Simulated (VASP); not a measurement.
# FeO (Wuestite) in VASP: further runs

The runs below take FeO (Wuestite) through single point, relaxation of cell and atoms, elastic constants, vibrations by perturbation theory, with LDA+U, PBEsol, LDA.

Everything below comes from runs of VASP 6.6.1. Logs are shortened: lines on timing, memory, paths and dates and some standing lists are left out, and cuts for length are marked.

### Step 1. The cell of the first run

The structure is cubic, space group Fm-3m (No. 225). Conventional cell: a = 4.516 Å, b = 4.516 Å, c = 4.516 Å, α = 90.00°, β = 90.00°, γ = 90.00°. Fe (site symmetry m-3m) has 6 O at 2.26 Å within 3.0 Å. Within 3.0 Å of O (site symmetry m-3m) lie 6 Fe at 2.26 Å.

### Step 2. Single point, LDA+U, collinear spin, ferromagnetic start

INCAR reads:

```
SYSTEM = FeO
  PREC = Accurate
  ENCUT = 520
  EDIFF = 1E-7
  ISMEAR = -5
  SIGMA = 0.1
  LREAL = .FALSE.
  LASPH = .TRUE.
  NELM = 150
  ALGO = Normal
  ISIF = 2
  LWAVE = .FALSE.
  LCHARG = .FALSE.
  ISPIN = 2
  MAGMOM = 3 0
  LORBIT = 11
  LMAXMIX = 4
  LDAU = .TRUE.
  LDAUTYPE = 2
  LDAUL = 2 -1
  LDAUU = 2 0
  LDAUJ = 0 0
  LDAUPRINT = 1
  GGA = CA
  NBANDS = 18
```

KPOINTS reads:

```
regular mesh
0
G
  11 11 11
  0 0 0
```

POSCAR reads:

```
FeO
1.0
    0.0000000000      2.2581900629      2.2581900629
    2.2581900629      0.0000000000      2.2581900629
    2.2581900629      2.2581900629      0.0000000000
Fe O
1 1
Direct
    0.0000000000      0.0000000000      0.0000000000
    0.5000000000      0.5000000000      0.5000000000
```

Potentials or basis: VASP PAW LDA potentials, release 64 (Fe, O).

Launch:

```console
$ cat potpaw_LDA.64/Fe/POTCAR potpaw_LDA.64/O/POTCAR > POTCAR
$ mpirun -np 1 vasp_std > vasp.out
```

OUTCAR:

```text
SYSTEM = FeO
   PREC = Accurate
   ENCUT = 520
   EDIFF = 1E-7
   ISMEAR = -5
   LREAL = .FALSE.
   LASPH = .TRUE.
   NELM = 150
   ISIF = 2
   ISPIN = 2
   LORBIT = 11
   GGA = CA

 ion  position               nearest neighbor table
   1  0.000  0.000  0.000-   2 2.26   2 2.26   2 2.26   2 2.26   2 2.26   2 2.26
   2  0.500  0.500  0.500-   1 2.26   1 2.26   1 2.26   1 2.26   1 2.26   1 2.26

  LATTYP: Found a face centered cubic cell.
 ALAT       =     4.5163801258

  Lattice vectors:

 A1 = (   0.0000000000,   2.2581900629,   2.2581900629)
 A2 = (   2.2581900629,   0.0000000000,   2.2581900629)
 A3 = (   2.2581900629,   2.2581900629,   0.0000000000)

Analysis of symmetry for initial positions (statically):
=====================================================================
 Subroutine PRICEL returns:
 Original cell was already a primitive cell.

 Routine SETGRP: Setting up the symmetry group for a
 face centered cubic supercell.

 Subroutine GETGRP returns: Found 48 space group operations
 (whereof 48 operations were pure point group operations)
 out of a pool of 48 trial point group operations.

The static configuration has the point symmetry O_h .

Analysis of symmetry for dynamics (positions and initial velocities):
=====================================================================
 Subroutine PRICEL returns:
 Original cell was already a primitive cell.

 Routine SETGRP: Setting up the symmetry group for a
 face centered cubic supercell.

 Subroutine GETGRP returns: Found 48 space group operations
 (whereof 48 operations were pure point group operations)
 out of a pool of 48 trial point group operations.

The dynamic configuration has the point symmetry O_h .

Analysis of structural, dynamic, and magnetic symmetry:
=====================================================================
 Subroutine PRICEL returns:
 Original cell was already a primitive cell.

 Routine SETGRP: Setting up the symmetry group for a
 face centered cubic supercell.

 Subroutine GETGRP returns: Found 48 space group operations
 (whereof 48 operations were pure point group operations)
 out of a pool of 48 trial point group operations.

The overall configuration has the point symmetry O_h .

 Subroutine INISYM returns: Found 48 space group operations
 (whereof 48 operations are pure point group operations),
 and found     1 'primitive' translations

----------------------------------------------------------------------------------------

                                     Primitive cell

  volume of cell :      23.0309

  direct lattice vectors                    reciprocal lattice vectors
     0.000000000  2.258190063  2.258190063    -0.221416261  0.221416261  0.221416261
     2.258190063  0.000000000  2.258190063     0.221416261 -0.221416261  0.221416261
     2.258190063  2.258190063  0.000000000     0.221416261  0.221416261 -0.221416261

  length of vectors
     3.193563013  3.193563013  3.193563013     0.383504213  0.383504213  0.383504213

  position of ions in fractional coordinates (direct lattice)
     0.000000000  0.000000000  0.000000000
     0.500000000  0.500000000  0.500000000

  ion indices of the primitive-cell ions
   primitive index   ion index
                 1           1
                 2           2

----------------------------------------------------------------------------------------

 KPOINTS: regular mesh

Automatic generation of k-mesh.
 Grid dimensions read from file:
 generate k-points for:   11   11   11

 Generating k-lattice:

  Cartesian coordinates                     Fractional coordinates (reciprocal lattice)
    -0.020128751  0.020128751  0.020128751     0.090909091  0.000000000  0.000000000
     0.020128751 -0.020128751  0.020128751     0.000000000  0.090909091  0.000000000
     0.020128751  0.020128751 -0.020128751     0.000000000  0.000000000  0.090909091

  Length of vectors
     0.034864019  0.034864019  0.034864019

  Shift w.r.t. Gamma in fractional coordinates (k-lattice)
     0.000000000  0.000000000  0.000000000

 TETIRR: Found    201 inequivalent tetrahedra from     7986

 Subroutine IBZKPT returns following result:
 ===========================================

 Found     56 irreducible k-points:

 Following reciprocal coordinates:
            Coordinates               Weight
  0.000000  0.000000  0.000000      1.000000
  0.090909  0.000000  0.000000      8.000000
  0.181818  0.000000  0.000000      8.000000
  0.272727  0.000000  0.000000      8.000000
  0.363636  0.000000  0.000000      8.000000
  0.454545  0.000000  0.000000      8.000000
[... 16 lines left out ...]
 -0.272727  0.181818  0.000000     24.000000
 -0.181818  0.181818  0.000000     12.000000
 [... further k-points ...]
   k-points           NKPTS =     56   k-points in BZ     NKDIM =     56   number of bands    NBANDS=     18
   number of dos      NEDOS =    301   number of ions     NIONS =      2
   total plane-waves  NPLWV =  13824
   dimension x,y,z NGX =    24 NGY =   24 NGZ =   24
   dimension x,y,z NGXF=    48 NGYF=   48 NGZF=   48
   ions per type =               1   1
   NGX,Y,Z   is equivalent  to a cutoff of  12.49, 12.49, 12.49 a.u.
   NGXF,Y,Z  is equivalent  to a cutoff of  24.99, 24.99, 24.99 a.u.
 SYSTEM =  FeO
   PREC   = accura    normal or accurate (medium, high low for compatibility)
   ISTART =      0    job   : 0-new  1-cont  2-samecut
   ICHARG =      2    charge: 1-file 2-atom 10-const
   ISPIN  =      2    spin polarized calculation?
   LNONCOLLINEAR =      F non collinear calculations
   LSORBIT =      F    spin-orbit coupling
   LASPH  =      T    aspherical Exc in radial PAW
   ENCUT  =  520.0 eV  38.22 Ry    6.18 a.u.   5.94  5.94  5.94*2*pi/ulx,y,z
   NELM   =    150;   NELMIN=  2; NELMDL= -5     # of ELM steps
   EDIFF  = 0.1E-06   stopping-criterion for ELM
   LREAL  =      F    real-space projection
   EDIFFG = 0.1E-05   stopping-criterion for IOM
   NSW    =      0    number of steps for IOM
   IBRION =     -1    ionic relax: 0-MD 1-quasi-New 2-CG
   NFREE  =      0    steps in history (QN), initial steepest desc. (CG)
   ISIF   =      2    stress and relaxation
   ISYM   =      2    0-nonsym 1-usesym 2-fastsym
   POTIM  = 0.5000    time-step for ionic-motion
   TEBEG  =    0.0;   TEEND  =   0.0 temperature during run
   PSTRESS=    0.0 pullay stress
   NELECT =      14.0000    total number of electrons
   NUPDOWN=      -1.0000    fix difference up-down
   EMIN   =  10.00;   EMAX   =-10.00  energy-range for DOS
   EFERMI =   0.00;   METHOD = LEGACY
   ISMEAR =    -5;   SIGMA  =   0.10  broadening in eV -4-tet -1-fermi 0-gaus
   EFERMI_NEDOS =   21; number of points for ismear=-14 and -15
   IALGO  =     38    algorithm
   IMIX   =      4    mixing-type and parameters
     AMIX     =   0.40;   BMIX     =  1.00
     AMIX_MAG =   1.60;   BMIX_MAG =  1.00
  volume/ion in A,a.u.               =      11.52        77.71
  Fermi-wavevector in a.u.,A,eV,Ry     =   1.386800  2.620671 26.166901  1.923213
  Thomas-Fermi vector in A             =   2.511081
   LORBIT       =     11    0 simple, 1 ext, 2 COOP (PROOUT), +10 PAW based schemes
 LDA+U is selected, type is set to LDAUTYPE =  2
   angular momentum for each species LDAUL =     2   -1
   U (eV)           for each species LDAUU =   2.0  0.0
   J (eV)           for each species LDAUJ =   0.0  0.0
   GGA     = CA    functional components
   LHFCALC =     F    Hartree Fock is set to
   AEXX    =    0.0000 exact exchange contribution
   IVDW    =     0    specifies the selected vdW correction
   LEPSILON=     F    determine dielectric tensor
   LRPA    =     F    only Hartree local field effects (RPA)
 spin polarized calculation
 Fermi weights with tetrahedron method with Bloechl corrections
  energy-cutoff  :      520.00
  volume of cell :       23.03
 maximum number of plane-waves:       628
   NGX = 11   NGY = 11   NGZ = 11

atom =   1  type =  1  l = 2

 onsite density matrix

spin component  1

  0.9550 -0.0000 -0.0000  0.0000 -0.0000
 -0.0000  0.9550  0.0000  0.0000  0.0000
 -0.0000  0.0000  0.9883  0.0000  0.0000
  0.0000  0.0000  0.0000  0.9550 -0.0000
 -0.0000  0.0000  0.0000 -0.0000  0.9883

spin component  2

  0.3150 -0.0000  0.0000  0.0000 -0.0000
 -0.0000  0.3150 -0.0000  0.0000 -0.0000
  0.0000 -0.0000  0.1215 -0.0000  0.0000
  0.0000  0.0000 -0.0000  0.3150 -0.0000
 -0.0000 -0.0000  0.0000 -0.0000  0.1215

 occupancies and eigenvectors

  o =  0.1215  v =  0.0000  0.0000  0.0000  0.0000  0.0000  0.0000 -0.0000 -0.0064  0.0000  1.0000      0.0000  0.0000  0.0000  0.0000  0.0000  0.0000  0.0000  0.0000  0.0000  0.0000
  o =  0.1215  v =  0.0000  0.0000  0.0000  0.0000  0.0000  0.0000  0.0000  1.0000  0.0000  0.0064      0.0000  0.0000  0.0000  0.0000  0.0000  0.0000  0.0000  0.0000  0.0000  0.0000
  o =  0.3150  v =  0.0000  0.0000  0.0000  0.0000  0.0000  1.0000  0.0000  0.0000  0.0000  0.0000      0.0000  0.0000  0.0000  0.0000  0.0000  0.0000  0.0000  0.0000  0.0000  0.0000
  o =  0.3150  v =  0.0000  0.0000  0.0000  0.0000  0.0000  0.0000 -0.2924  0.0000 -0.9563 -0.0000      0.0000  0.0000  0.0000  0.0000  0.0000  0.0000  0.0000  0.0000  0.0000  0.0000
  o =  0.3150  v =  0.0000  0.0000  0.0000  0.0000  0.0000  0.0000 -0.9563  0.0000  0.2924 -0.0000      0.0000  0.0000  0.0000  0.0000  0.0000  0.0000  0.0000  0.0000  0.0000  0.0000
  o =  0.9550  v =  0.0000  0.6348  0.0000  0.7727 -0.0000  0.0000  0.0000  0.0000  0.0000  0.0000      0.0000  0.0000  0.0000  0.0000  0.0000  0.0000  0.0000  0.0000  0.0000  0.0000
  o =  0.9550  v =  0.0000  0.7727  0.0000 -0.6348  0.0000  0.0000  0.0000  0.0000  0.0000  0.0000      0.0000  0.0000  0.0000  0.0000  0.0000  0.0000  0.0000  0.0000  0.0000  0.0000
  o =  0.9550  v =  1.0000  0.0000  0.0000  0.0000  0.0000  0.0000  0.0000  0.0000  0.0000  0.0000      0.0000  0.0000  0.0000  0.0000  0.0000  0.0000  0.0000  0.0000  0.0000  0.0000
  o =  0.9883  v =  0.0000 -0.0000  0.9996  0.0000 -0.0269  0.0000  0.0000  0.0000  0.0000  0.0000      0.0000  0.0000  0.0000  0.0000  0.0000  0.0000  0.0000  0.0000  0.0000  0.0000
  o =  0.9883  v =  0.0000 -0.0000 -0.0269 -0.0000 -0.9996  0.0000  0.0000  0.0000  0.0000  0.0000      0.0000  0.0000  0.0000  0.0000  0.0000  0.0000  0.0000  0.0000  0.0000  0.0000

 number of electron      14.0000003 magnetization       4.0054762

 Free energy of the ion-electron system (eV)
  ---------------------------------------------------
  ext. energy  EPLUGINS =         0.00000000
  ---------------------------------------------------
  free energy    TOTEN  =       -14.89609528 eV

  energy without entropy =      -14.89609528  energy(sigma->0) =      -14.89609528

 E-fermi :   4.6024     XC(G=0): -11.8757

 val. band max:        4.6224838270   @ k =  -0.3636   0.2727   0.0909
 cond. band min:       4.5398625607   @ k =  -0.2727   0.0909   0.0000
 fundamental gap:     -0.0826212662
 Fermi energy:         4.6023516411

 spin component 1

 k-point     1 :       0.0000    0.0000    0.0000
  band No.  band energies     occupation
      1     -14.7999      1.00000
      2      -0.1216      1.00000
      3      -0.1216      1.00000
      4      -0.1216      1.00000
      5      -0.0740      1.00000
      6      -0.0740      1.00000
[... 10 lines left out ...]
     17      22.5195      0.00000
     18      25.5076      0.00000
[... 463 lines left out ...]
 k-point    24 :      -0.1818    0.1818    0.0000
  band No.  band energies     occupation
      1     -14.2416      1.00000
      2      -2.1843      1.00000
      3      -1.5599      1.00000
      4      -0.9920      1.00000
      5       0.1340      1.00000
      6       0.2921      1.00000
[... 10 lines left out ...]
     17      28.2713      0.00000
     18      30.1956      0.00000

 [... further k-points ...]

 spin component 2

 k-point     1 :       0.0000    0.0000    0.0000
  band No.  band energies     occupation
      1     -14.3497      1.00000
      2       1.7111      1.00000
      3       1.7111      1.00000
      4       1.7111      1.00000
      5       4.0341      1.00000
      6       4.0341      1.00000
[... 10 lines left out ...]
     17      23.7629      0.00000
     18      27.8916      0.00000
[... 463 lines left out ...]
 k-point    24 :      -0.1818    0.1818    0.0000
  band No.  band energies     occupation
      1     -13.7853      1.00000
      2      -1.0767      1.00000
      3       0.5374      1.00000
      4       0.6088      1.00000
      5       4.4165      1.00167
      6       4.5708      0.40535
[... 10 lines left out ...]
     17      29.4616      0.00000
     18      31.3826      0.00000

 [... further k-points ...]
[... 5 lines left out ...]
  --------------------------------------------------------------------------------------
  -------------------------------------------------------------------------------------
  Total       -4.4379588     -4.4379588     -4.4379588      0.0000000      0.0000000      0.0000000
  in kB     -308.7325178   -308.7325178   -308.7325178      0.0000000      0.0000000      0.0000000
  external PRESSURE =    -308.7325178 kB  Pullay stress =       0.0000000 kB

 VOLUME and BASIS-vectors are now :
 -----------------------------------------------------------------------------
  energy-cutoff  :      520.00
  volume of cell :       23.03
      direct lattice vectors                 reciprocal lattice vectors
     0.000000000  2.258190063  2.258190063    -0.221416261  0.221416261  0.221416261
     2.258190063  0.000000000  2.258190063     0.221416261 -0.221416261  0.221416261
     2.258190063  2.258190063  0.000000000     0.221416261  0.221416261 -0.221416261

 POSITION                                       TOTAL-FORCE (eV/Angst)
 -----------------------------------------------------------------------------------
      0.00000      0.00000      0.00000         0.000000     -0.000000      0.000000
      2.25819      2.25819      2.25819         0.000000      0.000000      0.000000
 -----------------------------------------------------------------------------------
    total drift:                                0.000000     -0.000000      0.000000

  FREE ENERGIE OF THE ION-ELECTRON SYSTEM (eV)
  ---------------------------------------------------
  free  energy   TOTEN  =       -14.8960952798 eV

  energy  without entropy=      -14.8960952798  energy(sigma->0) =      -14.89609528

 total charge

# of ion       s       p       d       tot
------------------------------------------
    1        0.264   0.286   6.011   6.561
    2        1.544   3.351   0.000   4.894
--------------------------------------------------
tot          1.808   3.636   6.011  11.456

 magnetization (x)

# of ion       s       p       d       tot
------------------------------------------
    1        0.024   0.017   3.652   3.693
    2        0.022   0.221   0.000   0.243
--------------------------------------------------
tot          0.045   0.238   3.652   3.936
```

Wall time 32 s (1 thread of AMD EPYC 9R14 (Zen 4), shared host); peak memory 0.13 GiB.

Results:

| Item | Value |
| --- | --- |
| Free energy | -14.8961 eV |
| Pressure | -30.9 GPa |
| Band gap on the k mesh | zero (filled and empty bands overlap) |
| Net moment | 4.01 μB per cell |
| Site moments | Fe +3.69; O +0.24 μB |
| Valence electrons inside the program's atomic spheres | Fe 6.56; O 4.89 |

Eigenvalues of the final occupation matrices:
```tsv
site	spin	trace	eigenvalues
site 1 d	1	4.84	0.95 0.95 0.95 0.99 0.99
site 1 d	2	1.19	0.12 0.12 0.32 0.32 0.32
```

Caveat: a cell with one magnetic atom can't hold antiferromagnetic order, which such compounds often take; tetrahedron occupations give inexact forces and stress in metals. The state reached can hang on the start; a lower one may exist.

(Part 1 of 3 ends here.)
